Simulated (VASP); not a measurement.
# CuSi15 (F-43m) in VASP: notebook, part 2 of 2

VASP 6.6.1.

## 3. Single point, PBEsol, collinear spin

The input, INCAR:

```
SYSTEM = CuSi15
PREC = Accurate
ENCUT = 520
EDIFF = 1E-6
ISMEAR = 0
SIGMA = 0.05
LREAL = Auto
LASPH = .TRUE.
NELM = 150
ALGO = Normal
ISIF = 2
LWAVE = .FALSE.
LCHARG = .TRUE.
ISPIN = 2
MAGMOM = 3 0 0 0 0 0 0 0 0 0 0 0 0 0 0 0
LORBIT = 11
LMAXMIX = 4
GGA = PS
LELF = .TRUE.
LVHAR = .TRUE.
NBANDS = 54
```

The input, KPOINTS:

```
Automatic mesh
0
G
  3 3 3
  0 0 0
```

The input, POSCAR:

```
CuSi15
1.0
    0.0000000000      5.4370000000      5.4370000000
    5.4370000000      0.0000000000      5.4370000000
    5.4370000000      5.4370000000      0.0000000000
Cu Si
1 15
Direct
    1.0000000000      1.0000000000      0.0000000000
    0.0002682891      0.0002682891      0.4997317109
    0.0002682891      0.4997317109      0.0002682891
    0.0002682891      0.4997317109      0.4997317109
    0.4997317109      0.0002682891      0.0002682891
    0.4997317109      0.0002682891      0.4997317109
    0.4997317109      0.4997317109      0.0002682891
    0.5000000000      0.5000000000      0.5000000000
    0.1235515995      0.1235515995      0.1235515995
    0.1235515995      0.1235515995      0.6293452016
    0.1235515995      0.6293452016      0.1235515995
    0.1249634952      0.6250121683      0.6250121683
    0.6293452016      0.1235515995      0.1235515995
    0.6250121683      0.1249634952      0.6250121683
    0.6250121683      0.6250121683      0.1249634952
    0.6250121683      0.6250121683      0.6250121683
```

Potentials or basis: VASP PAW PBE potentials, release 64 (Cu, Si).

Command:

```bash
$ cat potpaw_PBE.64/Cu/POTCAR potpaw_PBE.64/Si/POTCAR > POTCAR
$ mpirun -np 1 vasp_std > vasp.out
```

OUTCAR:

```text
SYSTEM = CuSi15
   PREC = Accurate
   ENCUT = 520
   EDIFF = 1E-6
   ISMEAR = 0
   LREAL = Auto
   LASPH = .TRUE.
   NELM = 150
   ISIF = 2
   ISPIN = 2
   LORBIT = 11
   GGA = PS

 ion  position               nearest neighbor table
   1  0.000  0.000  0.000-  10 2.33  11 2.33  13 2.33   9 2.33
   2  0.000  0.000  0.500-  12 2.36  14 2.36   9 2.36  10 2.36
   3  0.000  0.500  0.000-  12 2.36  15 2.36   9 2.36  11 2.36
   4  0.000  0.500  0.500-  16 2.36  12 2.36  10 2.36  11 2.36
   5  0.500  0.000  0.000-  14 2.36  15 2.36   9 2.36  13 2.36
   6  0.500  0.000  0.500-  16 2.36  14 2.36  10 2.36  13 2.36
[... 8 lines left out ...]
  15  0.625  0.625  0.125-   8 2.35   5 2.36   3 2.36   7 2.36
  16  0.625  0.625  0.625-   8 2.35   6 2.36   7 2.36   4 2.36

  LATTYP: Found a face centered cubic cell.
 ALAT       =    10.8740000000

  Lattice vectors:

 A1 = (   0.0000000000,   5.4370000000,   5.4370000000)
 A2 = (   5.4370000000,   0.0000000000,   5.4370000000)
 A3 = (   5.4370000000,   5.4370000000,   0.0000000000)

Analysis of symmetry for initial positions (statically):
=====================================================================
 Subroutine PRICEL returns:
 Original cell was already a primitive cell.

 Routine SETGRP: Setting up the symmetry group for a
 face centered cubic supercell.

 Subroutine GETGRP returns: Found 24 space group operations
 (whereof 24 operations were pure point group operations)
 out of a pool of 48 trial point group operations.

The static configuration has the point symmetry T_d .

Analysis of symmetry for dynamics (positions and initial velocities):
=====================================================================
 Subroutine PRICEL returns:
 Original cell was already a primitive cell.

 Routine SETGRP: Setting up the symmetry group for a
 face centered cubic supercell.

 Subroutine GETGRP returns: Found 24 space group operations
 (whereof 24 operations were pure point group operations)
 out of a pool of 48 trial point group operations.

The dynamic configuration has the point symmetry T_d .

Analysis of structural, dynamic, and magnetic symmetry:
=====================================================================
 Subroutine PRICEL returns:
 Original cell was already a primitive cell.

 Routine SETGRP: Setting up the symmetry group for a
 face centered cubic supercell.

 Subroutine GETGRP returns: Found 24 space group operations
 (whereof 24 operations were pure point group operations)
 out of a pool of 48 trial point group operations.

The overall configuration has the point symmetry T_d .

 Subroutine INISYM returns: Found 24 space group operations
 (whereof 24 operations are pure point group operations),
 and found     1 'primitive' translations

----------------------------------------------------------------------------------------

                                     Primitive cell

  volume of cell :     321.4460

  direct lattice vectors                    reciprocal lattice vectors
     0.000000000  5.437000000  5.437000000    -0.091962479  0.091962479  0.091962479
     5.437000000  0.000000000  5.437000000     0.091962479 -0.091962479  0.091962479
     5.437000000  5.437000000  0.000000000     0.091962479  0.091962479 -0.091962479

  length of vectors
     7.689079139  7.689079139  7.689079139     0.159283687  0.159283687  0.159283687

  position of ions in fractional coordinates (direct lattice)
     0.000000000  0.000000000  0.000000000
     0.000268289  0.000268289  0.499731711
[... 101 lines left out ...]
   IALGO  =     38    algorithm
   IMIX   =      4    mixing-type and parameters
     AMIX     =   0.40;   BMIX     =  1.00
     AMIX_MAG =   1.60;   BMIX_MAG =  1.00
  volume/ion in A,a.u.               =      20.09       135.58
  Fermi-wavevector in a.u.,A,eV,Ry     =   0.989597  1.870067 13.324210  0.979302
  Thomas-Fermi vector in A             =   2.121207
   LORBIT       =     11    0 simple, 1 ext, 2 COOP (PROOUT), +10 PAW based schemes
   GGA     = PS    functional components
   LHFCALC =     F    Hartree Fock is set to
   AEXX    =    0.0000 exact exchange contribution
   IVDW    =     0    specifies the selected vdW correction
   LEPSILON=     F    determine dielectric tensor
   LRPA    =     F    only Hartree local field effects (RPA)
 spin polarized calculation
 Gauss-broadening in eV      SIGMA  =   0.05
  energy-cutoff  :      520.00
  volume of cell :      321.45
 maximum number of plane-waves:      8682
 NGX is ok and might be reduce to    60
   NGX = 29   NGY = 29   NGZ = 29

 number of electron      71.0000002 magnetization      -0.0038101

 number of electron      71.0000002 magnetization       0.0014436

 Free energy of the ion-electron system (eV)
  ---------------------------------------------------
  ext. energy  EPLUGINS =         0.00000000
  ---------------------------------------------------
  free energy    TOTEN  =       -88.94031152 eV

  energy without entropy =      -88.93129669  energy(sigma->0) =      -88.93580411

 E-fermi :   5.6853     XC(G=0):  -9.5818

 val. band max:        5.0046581674   @ k =   0.0000   0.0000   0.0000
 cond. band min:       5.7138547330   @ k =   0.3333   0.3333   0.0000
 fundamental gap:      0.7091965657
 Fermi energy:         5.6852773348

 spin component 1

 k-point     1 :       0.0000    0.0000    0.0000
  band No.  band energies     occupation
      1      -6.2731      1.00000
      2      -4.0615      1.00000
      3      -4.0615      1.00000
      4      -4.0615      1.00000
      5      -3.5728      1.00000
      6      -2.2770      1.00000
[... 189 lines left out ...]
     46       9.0791      0.00000
     47       9.2453      0.00000
 Fermi energy:         5.6852773348

 spin component 2

 k-point     1 :       0.0000    0.0000    0.0000
  band No.  band energies     occupation
      1      -6.2730      1.00000
      2      -4.0615      1.00000
      3      -4.0615      1.00000
      4      -4.0615      1.00000
      5      -3.5727      1.00000
      6      -2.2769      1.00000
[... 189 lines left out ...]
     46       9.0792      0.00000
     47       9.2454      0.00000
 [bands above 47 left out]

------------------------ aborting loop because EDIFF is reached ----------------------------------------

  FORCE on cell =-STRESS in cart. coord.  units (eV):
  Direction    XX          YY          ZZ          XY          YZ          ZX
  --------------------------------------------------------------------------------------
  -------------------------------------------------------------------------------------
  Total       -2.2790604     -2.2790604     -2.2790604     -0.0000000     -0.0000000      0.0000000
  in kB      -11.3594793    -11.3594793    -11.3594793     -0.0000000     -0.0000000      0.0000000
  external PRESSURE =     -11.3594793 kB  Pullay stress =       0.0000000 kB

 VOLUME and BASIS-vectors are now :
 -----------------------------------------------------------------------------
  energy-cutoff  :      520.00
  volume of cell :      321.45
      direct lattice vectors                 reciprocal lattice vectors
     0.000000000  5.437000000  5.437000000    -0.091962479  0.091962479  0.091962479
     5.437000000  0.000000000  5.437000000     0.091962479 -0.091962479  0.091962479
     5.437000000  5.437000000  0.000000000     0.091962479  0.091962479 -0.091962479

 POSITION                                       TOTAL-FORCE (eV/Angst)
 -----------------------------------------------------------------------------------
      0.00000      0.00000      0.00000         0.000000      0.000000      0.000000
      2.71850      2.71850      0.00292         0.000000      0.000000     -0.010280
      2.71850      0.00292      2.71850         0.000000     -0.010280      0.000000
      5.43408      2.71850      2.71850         0.010280      0.000000      0.000000
      0.00292      2.71850      2.71850        -0.010280      0.000000      0.000000
      2.71850      5.43408      2.71850         0.000000      0.010280      0.000000
[... 8 lines left out ...]
      4.07762      4.07762      6.79638         0.001579      0.001579     -0.001579
      6.79638      6.79638      6.79638        -0.001579     -0.001579     -0.001579
 -----------------------------------------------------------------------------------
    total drift:                               -0.000000     -0.000000     -0.000000

  FREE ENERGIE OF THE ION-ELECTRON SYSTEM (eV)
  ---------------------------------------------------
  free  energy   TOTEN  =       -88.9403115216 eV

  energy  without entropy=      -88.9312966893  energy(sigma->0) =      -88.93580411

 total charge

# of ion       s       p       d       tot
------------------------------------------
    1        0.546   0.415   9.114  10.076
    2        0.760   0.920   0.000   1.679
    3        0.760   0.920   0.000   1.679
    4        0.760   0.920   0.000   1.679
    5        0.760   0.920   0.000   1.679
    6        0.760   0.920   0.000   1.679
[... 8 lines left out ...]
   15        0.753   0.934   0.000   1.687
   16        0.753   0.934   0.000   1.687
--------------------------------------------------
tot         11.993  14.098   9.114  35.205

 magnetization (x)

# of ion       s       p       d       tot
------------------------------------------
    1       -0.000   0.000   0.000   0.000
    2        0.000   0.000   0.000   0.000
    3        0.000   0.000   0.000   0.000
    4        0.000   0.000   0.000   0.000
    5        0.000   0.000   0.000   0.000
    6        0.000   0.000   0.000   0.000
[... 8 lines left out ...]
   15       -0.000  -0.000   0.000  -0.000
   16       -0.000  -0.000   0.000  -0.000
--------------------------------------------------
tot          0.000   0.000   0.000   0.000
```

Wall time 3.8 min (1 thread of Intel Xeon 6975P-C (Granite Rapids), shared host); peak memory 0.67 GiB.

Results:

| Quantity | Value |
| --- | --- |
| Free energy | -88.9403 eV |
| Pressure | -1.1 GPa |
| Largest force | 0.109 eV/Å |
| Net moment | 0.00 μB per cell |
| Valence electrons inside the program's atomic spheres | Cu 10.08; Si 1.68, 1.69, 1.66 (each value once) |

Forces on the atoms (eV/Å):
```
Cu   0.000  0.000  0.000
Si   0.000  0.000 -0.010
Si   0.000 -0.010  0.000
Si   0.010  0.000  0.000
Si  -0.010  0.000  0.000
Si   0.000  0.010  0.000
Si   0.000  0.000  0.010
Si   0.000  0.000  0.000
Si  -0.063 -0.063 -0.063
Si   0.063  0.063 -0.063
Si   0.063 -0.063  0.063
Si  -0.002  0.002  0.002
Si  -0.063  0.063  0.063
Si   0.002 -0.002  0.002
Si   0.002  0.002 -0.002
Si  -0.002 -0.002 -0.002
```

Levels at points of the mesh, in eV from the Fermi level:
Spin up:
```csv
k point,band 33,band 34,band 35,band 36,band 37,band 38
"(0.00, 0.00, 0.00)",-0.68,-0.68,0.66,0.68,0.68,0.68
```
Spin down:
```tsv
k point	band 33	band 34	band 35	band 36	band 37	band 38
(0.00, 0.00, 0.00)	-0.68	-0.68	0.66	0.68	0.68	0.68
```

Caveat: the PAW data sets were made with another functional, which shifts forces and pressure a little.
